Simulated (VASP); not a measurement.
# BN (l) (Imm2) in VASP: further runs

Runs on BN (l). Level: LDA. Tasks: single point.

Program: VASP 6.6.1. These are calculated values, not measurements. Logs are shortened: lines on timing, memory, paths and dates and some standing lists are left out, and cuts for length are marked.

## Step 1: The cell of the first run

Symmetry: Imm2, No. 44, orthorhombic system. The conventional cell has a = 2.515 Å, b = 2.553 Å, c = 3.556 Å, α = 90.00°, β = 90.00°, γ = 90.00°. Within 2.1 Å of B (site symmetry mm2) lie 4 N at 1.54 to 1.56 Å. N (site symmetry mm2) has 4 B at 1.54 to 1.56 Å within 2.1 Å.

## Step 2: Single point, LDA

Input file INCAR:

```
SYSTEM = BN
PREC     = Accurate       ! precision mode
ENCUT    = 600            ! plane-wave cutoff, eV
EDIFF    = 1E-6           ! SCF threshold, eV
ISMEAR   = 0              ! smearing method
SIGMA    = 0.1            ! smearing width, eV
LREAL    = .FALSE.        ! projectors in reciprocal space
LASPH    = .TRUE.         ! aspherical terms in the spheres
NELM     = 120            ! most SCF steps
ALGO     = Normal         ! electronic algorithm
ISIF     = 2              ! what is computed and relaxed
LWAVE    = .FALSE.        ! write WAVECAR
LCHARG   = .FALSE.        ! write CHGCAR
NBANDS   = 16             ! bands
GGA_COMPAT= .FALSE.
```

Input file KPOINTS:

```
regular mesh
0
G
  8 6 8
  0 0 0
```

Input file POSCAR:

```
BN
1.0
    2.5145732064      0.0000000000      0.0000000000
    0.0000000000      3.5561435320      0.0000000000
    0.0000000000      0.0000000000      2.5526963126
B N
2 2
Direct
    0.0000000000      0.0000000000      0.0000000000
    0.5000000000      0.5000000000      0.5000000000
    0.0000000000      0.2500000000      0.5000000000
    0.5000000000      0.7500000000      0.0000000000
```

Potentials or basis: VASP PAW LDA potentials, release 64 (B, N).

Launch:

```sh
cat potpaw_LDA.64/B/POTCAR potpaw_LDA.64/N/POTCAR > POTCAR
mpirun -np 1 vasp_std > vasp.out
```

OUTCAR:

```text
SYSTEM = BN
   PREC = Accurate
   ENCUT = 600
   EDIFF = 1E-6
   ISMEAR = 0
   LREAL = .FALSE.
   LASPH = .TRUE.
   NELM = 120
   ISIF = 2

 ion  position               nearest neighbor table
   1  0.000  0.000  0.000-   4 1.54   4 1.54   3 1.56   3 1.56
   2  0.500  0.500  0.500-   3 1.54   3 1.54   4 1.56   4 1.56
   3  0.000  0.250  0.500-   2 1.54   2 1.54   1 1.56   1 1.56
   4  0.500  0.750  0.000-   1 1.54   1 1.54   2 1.56   2 1.56

  LATTYP: Found a simple orthorhombic cell.
 ALAT       =     2.5145732064
 B/A-ratio  =     1.0151608655
 C/A-ratio  =     1.4142135623

  Lattice vectors:

 A1 = (  -2.5145732064,   0.0000000000,   0.0000000000)
 A2 = (   0.0000000000,   0.0000000000,   2.5526963126)
 A3 = (   0.0000000000,   3.5561435320,   0.0000000000)

Analysis of symmetry for initial positions (statically):
=====================================================================
 Subroutine PRICEL returns following result:

  LATTYP: Found a body centered orthorhombic cell.
 ALAT       =     2.5145732064
 B/A-ratio  =     1.0151608655
 C/A-ratio  =     1.4142135623

  Lattice vectors:

 A1 = (   1.2572866032,   1.7780717660,   1.2763481563)
 A2 = (  -1.2572866032,   1.7780717660,  -1.2763481563)
 A3 = (  -1.2572866032,  -1.7780717660,   1.2763481563)

   2 primitive cells build up your supercell.

 Routine SETGRP: Setting up the symmetry group for a
 simple orthorhombic supercell.

 Subroutine GETGRP returns: Found  4 space group operations
 (whereof  4 operations were pure point group operations)
 out of a pool of  8 trial point group operations.

The static configuration has the point symmetry C_2v.

Analysis of symmetry for dynamics (positions and initial velocities):
=====================================================================
 Subroutine PRICEL returns following result:

  LATTYP: Found a body centered orthorhombic cell.
 ALAT       =     2.5145732064
 B/A-ratio  =     1.0151608655
 C/A-ratio  =     1.4142135623

  Lattice vectors:

 A1 = (   1.2572866032,   1.7780717660,   1.2763481563)
 A2 = (  -1.2572866032,   1.7780717660,  -1.2763481563)
 A3 = (  -1.2572866032,  -1.7780717660,   1.2763481563)

   2 primitive cells build up your supercell.

 Routine SETGRP: Setting up the symmetry group for a
 simple orthorhombic supercell.

 Subroutine GETGRP returns: Found  4 space group operations
 (whereof  4 operations were pure point group operations)
 out of a pool of  8 trial point group operations.

The dynamic configuration has the point symmetry C_2v.

 Subroutine INISYM returns: Found  4 space group operations
 (whereof  4 operations are pure point group operations),
 and found     2 'primitive' translations

----------------------------------------------------------------------------------------

                                     Primitive cell

  volume of cell :      11.4133

  direct lattice vectors                    reciprocal lattice vectors
     1.257286603  1.778071766  1.276348156    -0.000000000  0.281203498  0.391742643
    -1.257286603  1.778071766 -1.276348156    -0.397681800  0.281203498  0.000000000
    -1.257286603 -1.778071766  1.276348156    -0.397681800  0.000000000  0.391742643

  length of vectors
     2.524157963  2.524157963  2.524157963     0.482221635  0.487058746  0.558223175

  position of ions in fractional coordinates (direct lattice)
     0.000000000  0.000000000  0.000000000
     0.750000000  0.250000000  0.500000000

  ion indices of the primitive-cell ions
   primitive index   ion index
                 1           1
                 2           3

----------------------------------------------------------------------------------------

 KPOINTS: regular mesh

Automatic generation of k-mesh.
 Grid dimensions read from file:
 generate k-points for:    8    6    8

 Generating k-lattice:

  Cartesian coordinates                     Fractional coordinates (reciprocal lattice)
     0.049710225  0.000000000  0.000000000     0.125000000  0.000000000  0.000000000
     0.000000000  0.046867250  0.000000000     0.000000000  0.166666667  0.000000000
     0.000000000  0.000000000  0.048967830     0.000000000  0.000000000  0.125000000

  Length of vectors
     0.049710225  0.046867250  0.048967830

  Shift w.r.t. Gamma in fractional coordinates (k-lattice)
     0.000000000  0.000000000  0.000000000

 Subroutine IBZKPT returns following result:
 ===========================================

 Found    100 irreducible k-points:

 Following reciprocal coordinates:
            Coordinates               Weight
  0.000000  0.000000  0.000000      1.000000
  0.125000  0.000000  0.000000      2.000000
  0.250000  0.000000  0.000000      2.000000
  0.375000  0.000000  0.000000      2.000000
  0.500000  0.000000  0.000000      1.000000
  0.000000  0.166667  0.000000      2.000000
[... 16 lines left out ...]
  0.250000  0.000000  0.125000      4.000000
  0.375000  0.000000  0.125000      4.000000
 [... further k-points ...]
   k-points           NKPTS =    100   k-points in BZ     NKDIM =    100   number of bands    NBANDS=     16
   number of dos      NEDOS =    301   number of ions     NIONS =      4
   total plane-waves  NPLWV =  11200
   dimension x,y,z NGX =    20 NGY =   28 NGZ =   20
   dimension x,y,z NGXF=    40 NGYF=   56 NGZF=   40
   ions per type =               2   2
   NGX,Y,Z   is equivalent  to a cutoff of  13.22, 13.09, 13.03 a.u.
   NGXF,Y,Z  is equivalent  to a cutoff of  26.45, 26.18, 26.05 a.u.
 SYSTEM =  BN
   PREC   = accura    normal or accurate (medium, high low for compatibility)
   ISTART =      0    job   : 0-new  1-cont  2-samecut
   ICHARG =      2    charge: 1-file 2-atom 10-const
   ISPIN  =      1    spin polarized calculation?
   LNONCOLLINEAR =      F non collinear calculations
   LSORBIT =      F    spin-orbit coupling
   LASPH  =      T    aspherical Exc in radial PAW
   ENCUT  =  600.0 eV  44.10 Ry    6.64 a.u.   5.02  7.10  5.10*2*pi/ulx,y,z
   NELM   =    120;   NELMIN=  2; NELMDL= -5     # of ELM steps
   EDIFF  = 0.1E-05   stopping-criterion for ELM
   LREAL  =      F    real-space projection
   EDIFFG = 0.1E-04   stopping-criterion for IOM
   NSW    =      0    number of steps for IOM
   IBRION =     -1    ionic relax: 0-MD 1-quasi-New 2-CG
   NFREE  =      0    steps in history (QN), initial steepest desc. (CG)
   ISIF   =      2    stress and relaxation
   ISYM   =      2    0-nonsym 1-usesym 2-fastsym
   POTIM  = 0.5000    time-step for ionic-motion
   TEBEG  =    0.0;   TEEND  =   0.0 temperature during run
   PSTRESS=    0.0 pullay stress
   NELECT =      16.0000    total number of electrons
   NUPDOWN=      -1.0000    fix difference up-down
   EMIN   =  10.00;   EMAX   =-10.00  energy-range for DOS
   EFERMI =   0.00;   METHOD = LEGACY
   ISMEAR =     0;   SIGMA  =   0.10  broadening in eV -4-tet -1-fermi 0-gaus
   EFERMI_NEDOS =   21; number of points for ismear=-14 and -15
   IALGO  =     38    algorithm
   IMIX   =      4    mixing-type and parameters
     AMIX     =   0.40;   BMIX     =  1.00
     AMIX_MAG =   1.60;   BMIX_MAG =  1.00
  volume/ion in A,a.u.               =       5.71        38.51
  Fermi-wavevector in a.u.,A,eV,Ry     =   1.454233  2.748101 28.773504  2.114793
  Thomas-Fermi vector in A             =   2.571407
   LORBIT       =      0    0 simple, 1 ext, 2 COOP (PROOUT), +10 PAW based schemes
   GGA     = CA    functional components
   LHFCALC =     F    Hartree Fock is set to
   AEXX    =    0.0000 exact exchange contribution
   IVDW    =     0    specifies the selected vdW correction
   LEPSILON=     F    determine dielectric tensor
   LRPA    =     F    only Hartree local field effects (RPA)
 non-spin polarized calculation
 Gauss-broadening in eV      SIGMA  =   0.10
  energy-cutoff  :      600.00
  volume of cell :       22.83
 maximum number of plane-waves:       784
   NGX = 11   NGY = 15   NGZ = 11

 number of electron      15.9999995 magnetization

 Free energy of the ion-electron system (eV)
  ---------------------------------------------------
  ext. energy  EPLUGINS =         0.00000000
  ---------------------------------------------------
  free energy    TOTEN  =       -38.82113639 eV

  energy without entropy =      -38.82113639  energy(sigma->0) =      -38.82113639

 E-fermi :   8.2917     XC(G=0): -13.2698

 val. band max:        7.8707248013   @ k =   0.0000   0.0000   0.0000
 cond. band min:      12.1009570072   @ k =   0.0000   0.0000   0.0000
 fundamental gap:      4.2302322059
 Fermi energy:         8.2916875448

 k-point     1 :       0.0000    0.0000    0.0000
  band No.  band energies     occupation
      1     -12.6397      2.00000
      2      -6.7099      2.00000
      3      -1.2120      2.00000
      4       2.5123      2.00000
      5       2.7999      2.00000
      6       7.7696      2.00000
[... 8 lines left out ...]
     15      26.0391      0.00000
     16      26.0812      0.00000

 k-point     2 :       0.1250    0.0000    0.0000
  band No.  band energies     occupation
      1     -12.3760      2.00000
      2      -6.6206      2.00000
      3      -0.9943      2.00000
      4       1.6761      2.00000
      5       2.7403      2.00000
      6       6.7006      2.00000
[... 8 lines left out ...]
     15      25.4094      0.00000
     16      25.7118      0.00000

 k-point     3 :       0.2500    0.0000    0.0000
  band No.  band energies     occupation
      1     -11.5970      2.00000
      2      -6.5812      2.00000
      3      -0.3648      2.00000
      4      -0.1605      2.00000
      5       3.3953      2.00000
      6       4.3878      2.00000
[... 8 lines left out ...]
     15      23.8199      0.00000
     16      24.8676      0.00000

 k-point     4 :       0.3750    0.0000    0.0000
  band No.  band energies     occupation
      1     -10.3516      2.00000
      2      -7.2765      2.00000
      3      -0.8576      2.00000
      4       0.7144      2.00000
      5       2.0116      2.00000
      6       3.8464      2.00000
[... 8 lines left out ...]
     15      22.4991      0.00000
     16      24.1422      0.00000
[... 324 lines left out ...]
 k-point    22 :       0.1250    0.0000    0.1250
  band No.  band energies     occupation
      1     -12.1223      2.00000
      2      -6.5520      2.00000
      3      -0.7876      2.00000
      4       1.6875      2.00000
      5       1.9150      2.00000
      6       6.5650      2.00000
[... 8 lines left out ...]
     15      24.3741      0.00000
     16      25.5867      0.00000

 k-point    23 :       0.2500    0.0000    0.1250
  band No.  band energies     occupation
      1     -11.3489      2.00000
      2      -6.4925      2.00000
      3      -0.1868      2.00000
      4       0.0729      2.00000
      5       2.3873      2.00000
      6       4.3707      2.00000
[... 8 lines left out ...]
     15      22.7921      0.00000
     16      24.5089      0.00000

 k-point    24 :       0.3750    0.0000    0.1250
  band No.  band energies     occupation
      1     -10.1159      2.00000
      2      -7.1244      2.00000
      3      -0.7015      2.00000
      4       0.8646      2.00000
      5       2.0442      2.00000
      6       3.4318      2.00000
[... 8 lines left out ...]
     15      22.8908      0.00000
     16      24.7921      0.00000

 [... further k-points ...]
[... 5 lines left out ...]
  --------------------------------------------------------------------------------------
  -------------------------------------------------------------------------------------
  Total        1.2552742      0.8744800     -0.8231457      0.0000000      0.0000000      0.0000000
  in kB       88.1061994     61.3787095    -57.7756158      0.0000000      0.0000000      0.0000000
  external PRESSURE =      30.5697643 kB  Pullay stress =       0.0000000 kB

 VOLUME and BASIS-vectors are now :
 -----------------------------------------------------------------------------
  energy-cutoff  :      600.00
  volume of cell :       22.83
      direct lattice vectors                 reciprocal lattice vectors
     2.514573206  0.000000000  0.000000000     0.397681800  0.000000000  0.000000000
     0.000000000  3.556143532  0.000000000     0.000000000  0.281203498  0.000000000
     0.000000000  0.000000000  2.552696313     0.000000000  0.000000000  0.391742643

 POSITION                                       TOTAL-FORCE (eV/Angst)
 -----------------------------------------------------------------------------------
      0.00000      0.00000      0.00000        -0.000000      0.049471      0.000000
      1.25729      1.77807      1.27635        -0.000000      0.049471      0.000000
      0.00000      0.88904      1.27635         0.000000     -0.049471      0.000000
      1.25729      2.66711      0.00000        -0.000000     -0.049471     -0.000000
 -----------------------------------------------------------------------------------
    total drift:                                0.000000     -0.000275     -0.000000

  FREE ENERGIE OF THE ION-ELECTRON SYSTEM (eV)
  ---------------------------------------------------
  free  energy   TOTEN  =       -38.8211363889 eV

  energy  without entropy=      -38.8211363889  energy(sigma->0) =      -38.82113639
```

It took 47 s on 1 thread of Intel Xeon 8259CL, shared host; peak memory 0.14 GiB.

What came out:

```yaml
Free_energy: -38.8211 eV
Pressure: 3.1 GPa
Largest_force: 0.049 eV/Å
Band_gap_on_the_k_mesh: 4.23 eV
```

Forces in eV/Å, atoms in the order of the input:
```
B    0.000  0.049  0.000
B    0.000  0.049  0.000
N    0.000 -0.049  0.000
N    0.000 -0.049  0.000
```

Stress tensor (GPa, compression positive):
```
 8.81  0.00  0.00
 0.00  6.14  0.00
 0.00  0.00 -5.78
```

Levels at points of the mesh, in eV from the valence-band top:
| k point | band 4 | band 5 | band 6 | band 7 | band 8 | band 9 | band 10 | band 11 | band 12 | band 13 |
| --- | --- | --- | --- | --- | --- | --- | --- | --- | --- | --- |
| (0.00, 0.00, 0.00) | -5.36 | -5.07 | -0.10 | -0.04 | 0.00 | 4.23 | 8.61 | 8.72 | 9.03 | 9.19 |
| (0.50, 0.00, 0.00) | -7.77 | -5.73 | -5.73 | -2.34 | -2.34 | 9.49 | 9.49 | 12.11 | 12.11 | 13.01 |
| (0.00, 0.50, 0.00) | -3.94 | -3.35 | -3.35 | -3.12 | -3.12 | 6.71 | 6.71 | 11.72 | 11.72 | 13.50 |
| (0.50, 0.50, 0.00) | -11.06 | -2.17 | -2.17 | -2.07 | -2.07 | 10.32 | 10.32 | 10.49 | 10.49 | 10.96 |
| (0.00, 0.00, 0.50) | -7.74 | -5.78 | -5.78 | -2.23 | -2.23 | 9.76 | 9.76 | 12.40 | 12.40 | 13.28 |
| (0.50, 0.00, 0.50) | -9.20 | -5.11 | -5.11 | -5.11 | -5.11 | 4.38 | 4.38 | 9.35 | 9.35 | 18.08 |
| (0.00, 0.50, 0.50) | -11.10 | -2.07 | -2.07 | -1.93 | -1.93 | 10.69 | 10.69 | 10.76 | 10.76 | 10.83 |
| (0.50, 0.50, 0.50) | -7.73 | -7.33 | -7.33 | -6.86 | -6.86 | 9.62 | 9.62 | 13.74 | 13.74 | 14.53 |

A k mesh can miss the band edges. LDA gaps usually lie below the measured ones, often by a third to a half.

[end of part 1 of 2]
